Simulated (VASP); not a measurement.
# Al3GaN4 (Pm) in VASP: single point with r2SCAN

Aim: the single point of Al3GaN4 with r2SCAN.

All numbers are computed with VASP 6.6.1; they aren't measurements. Logs are shortened: lines on timing, memory, paths and dates and some standing lists are left out, and cuts for length are marked.

## (1) The cell of the first run

The structure is monoclinic, space group Pm (No. 6). The conventional cell has a = 5.290 Å, b = 3.281 Å, c = 5.681 Å, α = 90.00°, β = 90.03°, γ = 90.00°. Within 2.6 Å of Al (site symmetry m) lie 4 N at 1.97 to 2.00 Å. Al (site symmetry m) has 4 N at 1.99 Å within 2.6 Å. Within 2.6 Å of Al (site symmetry m) lie 4 N at 1.99 to 2.00 Å. Within 2.7 Å of Ga (site symmetry m) lie 4 N at 2.03 to 2.06 Å. N (site symmetry m) has 3 Al at 1.99 Å and 1 Ga at 2.06 Å within 2.6 Å. Within 2.6 Å of N (site symmetry m) lie 4 Al at 1.99 to 2.00 Å. Within 2.6 Å of N (site symmetry m) lie 2 Al at 1.97 to 1.99 Å and 2 Ga at 2.03 Å. Within 2.6 Å of N (site symmetry m) lie 3 Al at 1.98 to 2.00 Å and 1 Ga at 2.04 Å.

## (2) Single point, r2SCAN (strain +0.050 along x and y, +0.050 along z)

POSCAR

```
Al3GaN4
1.0
    5.2899863097      0.0000000000      0.0000640113
    0.0000000000      3.2811962670      0.0000000000
   -0.0034552792      0.0000000000      5.6809126274
Al Ga N
3 1 4
Direct
    0.5002216619      0.5000000000      0.1672550744
    0.0006683707      0.5000000000      0.8349019373
    0.0010043252      0.0000000000      0.3316444639
    0.4994946877      0.0000000000      0.6662044643
    0.1107069788      0.0000000000      0.6663170124
    0.1226755896      0.5000000000      0.1671322917
    0.6254135998      0.5000000000      0.8406810066
    0.6234137862      0.0000000000      0.3258647496
```

INCAR.step1

```
PREC = Accurate
ENCUT = 520
ISMEAR = 0
SIGMA = 0.05
LREAL = F
LASPH = T
NELM = 80
NBANDS = 31
GGA = PE
ALGO = Normal
EDIFF = 1E-4
LWAVE = T
LCHARG = F
```

INCAR.step2

```
PREC = Accurate
ENCUT = 520
EDIFF = 1E-6
ISMEAR = 0
SIGMA = 0.05
LREAL = F
LASPH = T
NELM = 80
ALGO = Normal
ISIF = 2
LWAVE = F
LCHARG = F
METAGGA = R2SCAN
LMIXTAU = T
NBANDS = 31
ISTART = 1
```

KPOINTS

```
Automatic mesh
0
Gamma
  6 8 4
```

Potentials or basis: VASP PAW PBE potentials, release 64 (Al, Ga_d, N).

Started as:

```console
> cat potpaw_PBE.64/Al/POTCAR potpaw_PBE.64/Ga_d/POTCAR potpaw_PBE.64/N/POTCAR > POTCAR
> cp INCAR.step1 INCAR
> mpirun -np 1 vasp_std > vasp.out
> cp INCAR.step2 INCAR
> mpirun -np 1 vasp_std > vasp.out
```

OUTCAR:

```text
PREC = Accurate
   ENCUT = 520
   EDIFF = 1E-6
   ISMEAR = 0
   LREAL = F
   LASPH = T
   NELM = 80
   ISIF = 2
   METAGGA = R2SCAN
   ISTART = 1

 ion  position               nearest neighbor table
   1  0.500  0.500  0.167-   7 1.97   8 1.98   8 1.98   6 2.00   3 3.25   3 3.25   2 3.25   3 3.25
                             3 3.25   2 3.25
   2  0.001  0.500  0.835-   7 1.99   5 1.99   5 1.99   6 1.99   1 3.25   1 3.25   3 3.26   3 3.26
                             3 3.30   3 3.30
   3  0.001  0.000  0.332-   5 1.99   6 1.99   6 1.99   8 2.00   1 3.25   1 3.25   1 3.25   1 3.25
                             2 3.26   2 3.26   2 3.30   2 3.30
   4  0.499  0.000  0.666-   7 2.03   7 2.03   8 2.04   5 2.06
   5  0.111  0.000  0.666-   2 1.99   2 1.99   3 1.99   4 2.06
   6  0.123  0.500  0.167-   2 1.99   3 1.99   3 1.99   1 2.00
   7  0.625  0.500  0.841-   1 1.97   2 1.99   4 2.03   4 2.03
   8  0.623  0.000  0.326-   1 1.98   1 1.98   3 2.00   4 2.04

  LATTYP: Found a simple monoclinic cell.
 ALAT       =     5.2899863101
 B/A-ratio  =     0.6202655498
 C/A-ratio  =     1.0738995047
 COS(beta)  =    -0.0005961255

  Lattice vectors:

 A1 = (   5.2899863097,   0.0000000000,   0.0000640113)
 A2 = (   0.0000000000,   3.2811962670,   0.0000000000)
 A3 = (  -0.0034552792,   0.0000000000,   5.6809126274)

Analysis of symmetry for initial positions (statically):
=====================================================================
 Subroutine PRICEL returns:
 Original cell was already a primitive cell.

 Routine SETGRP: Setting up the symmetry group for a
 simple monoclinic supercell.

 Subroutine GETGRP returns: Found  2 space group operations
 (whereof  2 operations were pure point group operations)
 out of a pool of  4 trial point group operations.

The static configuration has the point symmetry C_1h.

Analysis of symmetry for dynamics (positions and initial velocities):
=====================================================================
 Subroutine PRICEL returns:
 Original cell was already a primitive cell.

 Routine SETGRP: Setting up the symmetry group for a
 simple monoclinic supercell.

 Subroutine GETGRP returns: Found  2 space group operations
 (whereof  2 operations were pure point group operations)
 out of a pool of  4 trial point group operations.

The dynamic configuration has the point symmetry C_1h.

[... 105 lines left out ...]
   LNONCOLLINEAR =      F non collinear calculations
   LSORBIT =      F    spin-orbit coupling
   LASPH  =      T    aspherical Exc in radial PAW
   ENCUT  =  520.0 eV  38.22 Ry    6.18 a.u.   9.84  6.10 10.56*2*pi/ulx,y,z
   NELM   =     80;   NELMIN=  2; NELMDL=  0     # of ELM steps
   EDIFF  = 0.1E-05   stopping-criterion for ELM
   LREAL  =      F    real-space projection
[... 7 lines left out ...]
   TEBEG  =    0.0;   TEEND  =   0.0 temperature during run
   PSTRESS=    0.0 pullay stress
   NELECT =      42.0000    total number of electrons
   NUPDOWN=      -1.0000    fix difference up-down
   EMIN   =  10.00;   EMAX   =-10.00  energy-range for DOS
   EFERMI =   0.00;   METHOD = LEGACY
   ISMEAR =     0;   SIGMA  =   0.05  broadening in eV -4-tet -1-fermi 0-gaus
   EFERMI_NEDOS =   21; number of points for ismear=-14 and -15
   IALGO  =     38    algorithm
   IMIX   =      4    mixing-type and parameters
     AMIX     =   0.40;   BMIX     =  1.00
     AMIX_MAG =   1.60;   BMIX_MAG =  1.00
  volume/ion in A,a.u.               =      12.33        83.18
  Fermi-wavevector in a.u.,A,eV,Ry     =   1.231751  2.327672 20.642907  1.517211
  Thomas-Fermi vector in A             =   2.366548
   LORBIT       =      0    0 simple, 1 ext, 2 COOP (PROOUT), +10 PAW based schemes
   METAGGA = R2SCAN    functional components
   LHFCALC =     F    Hartree Fock is set to
   AEXX    =    0.0000 exact exchange contribution
   IVDW    =     0    specifies the selected vdW correction
   LEPSILON=     F    determine dielectric tensor
   LRPA    =     F    only Hartree local field effects (RPA)
 non-spin polarized calculation
 Gauss-broadening in eV      SIGMA  =   0.05
  energy-cutoff  :      520.00
  volume of cell :       98.61
 maximum number of plane-waves:      2696
   NGX = 19   NGY = 13   NGZ = 21

 number of electron      42.0000005 magnetization

 Free energy of the ion-electron system (eV)
  ---------------------------------------------------
  ext. energy  EPLUGINS =         0.00000000
  ---------------------------------------------------
  free energy    TOTEN  =       -78.48995588 eV

  energy without entropy =      -78.48995588  energy(sigma->0) =      -78.48995588

 E-fermi :   4.5520     XC(G=0): -11.0521

 val. band max:        4.3035610580   @ k =   0.0000   0.0000   0.0000
 cond. band min:       7.2747615272   @ k =   0.0000   0.0000   0.0000
 fundamental gap:      2.9712004692
 Fermi energy:         4.5519740881

 k-point     1 :       0.0000    0.0000    0.0000
  band No.  band energies     occupation
      1     -10.9335      2.00000
      2      -9.9468      2.00000
      3      -9.9049      2.00000
      4      -9.1180      2.00000
      5      -9.0291      2.00000
      6      -8.9529      2.00000
[... 805 lines left out ...]
     30      14.8294      0.00000
     31      15.2891      0.00000

 [... further k-points ...]

------------------------ aborting loop because EDIFF is reached ----------------------------------------

  FORCE on cell =-STRESS in cart. coord.  units (eV):
  Direction    XX          YY          ZZ          XY          YZ          ZX
  --------------------------------------------------------------------------------------
  -------------------------------------------------------------------------------------
  Total      -13.6227698    -14.2487658    -14.2303909      0.0000000      0.0000000      0.0040119
  in kB     -221.3457202   -231.5170395   -231.2184798      0.0000000      0.0000000      0.0651857
  external PRESSURE =    -228.0270798 kB  Pullay stress =       0.0000000 kB

 VOLUME and BASIS-vectors are now :
 -----------------------------------------------------------------------------
  energy-cutoff  :      520.00
  volume of cell :       98.61
      direct lattice vectors                 reciprocal lattice vectors
     5.289986310  0.000000000  0.000064011     0.189036405  0.000000000  0.000114977
     0.000000000  3.281196267  0.000000000     0.000000000  0.304766896  0.000000000
    -0.003455279  0.000000000  5.680912627    -0.000002130  0.000000000  0.176028054

 POSITION                                       TOTAL-FORCE (eV/Angst)
 -----------------------------------------------------------------------------------
      2.64559      1.64060      0.95019         0.013428      0.000000     -0.049220
      0.00065      1.64060      4.74301        -0.087242      0.000000     -0.034571
      0.00417      0.00000      1.88404        -0.050032      0.000000      0.032069
      2.64002      0.00000      3.78468         0.016608      0.000000      0.070394
      0.58334      0.00000      3.78530        -0.019710      0.000000      0.007321
      0.64837      1.64060      0.94947         0.023814      0.000000     -0.017146
      3.30552      1.64060      4.77588         0.065231      0.000000      0.076715
      3.29672      0.00000      1.85125         0.037902      0.000000     -0.085562
 -----------------------------------------------------------------------------------
    total drift:                               -0.022896     -0.000000      0.023562

  FREE ENERGIE OF THE ION-ELECTRON SYSTEM (eV)
  ---------------------------------------------------
  free  energy   TOTEN  =       -78.4899558836 eV

  energy  without entropy=      -78.4899558836  energy(sigma->0) =      -78.48995588
```

OSZICAR.step1:

```text
N       E                     dE             d eps       ncg     rms          rms(c)
DAV:   1     0.326103031961E+03    0.32610E+03   -0.18966E+04  4726   0.163E+03
DAV:   2    -0.161949260884E+02   -0.34230E+03   -0.31826E+03  5162   0.453E+02
DAV:   3    -0.623750723076E+02   -0.46180E+02   -0.45354E+02  5000   0.128E+02
DAV:   4    -0.644038553686E+02   -0.20288E+01   -0.20200E+01  5894   0.307E+01
DAV:   5    -0.644476971719E+02   -0.43842E-01   -0.43821E-01  5093   0.417E+00    0.158E+01
DAV:   6    -0.559772773428E+02    0.84704E+01   -0.29647E+01  6718   0.451E+01    0.535E+00
DAV:   7    -0.561276001295E+02   -0.15032E+00   -0.22907E+00  5097   0.102E+01    0.391E+00
DAV:   8    -0.561273165727E+02    0.28356E-03   -0.44045E-01  5862   0.516E+00    0.126E+00
DAV:   9    -0.560938294976E+02    0.33487E-01   -0.10326E-01  6268   0.375E+00    0.608E-01
DAV:  10    -0.560941861385E+02   -0.35664E-03   -0.20454E-02  5416   0.747E-01    0.223E-01
DAV:  11    -0.560948565897E+02   -0.67045E-03   -0.88784E-04  5420   0.238E-01    0.329E-02
DAV:  12    -0.560948936159E+02   -0.37026E-04   -0.15379E-04  3963   0.153E-01
   1 F= -.56094894E+02 E0= -.56094894E+02  d E =-.182021E-15
```

Wall time 17 min (1 thread of Oxide Virtual Turin-like, shared host); peak memory 0.29 GiB.

Results:

```yaml
Free_energy: -78.4900 eV
Pressure: -22.8 GPa
Largest_force: 0.101 eV/Å
Band_gap_on_the_k_mesh: 2.97 eV
```

Forces in eV/Å, atoms in the order of the input:
```
Al   0.013  0.000 -0.049
Al  -0.087  0.000 -0.035
Al  -0.050  0.000  0.032
Ga   0.017  0.000  0.070
N   -0.020  0.000  0.007
N    0.024  0.000 -0.017
N    0.065  0.000  0.077
N    0.038  0.000 -0.086
```

Stress tensor (GPa, compression positive):
```
-22.13   0.00   0.01
  0.00 -23.15   0.00
  0.01   0.00 -23.12
```

Caveat: the cell differs from its parent crystal (strain +0.050 along x and y, +0.050 along z); the cell stands under tension; the PAW data sets were made with another functional, which shifts forces and pressure a little.
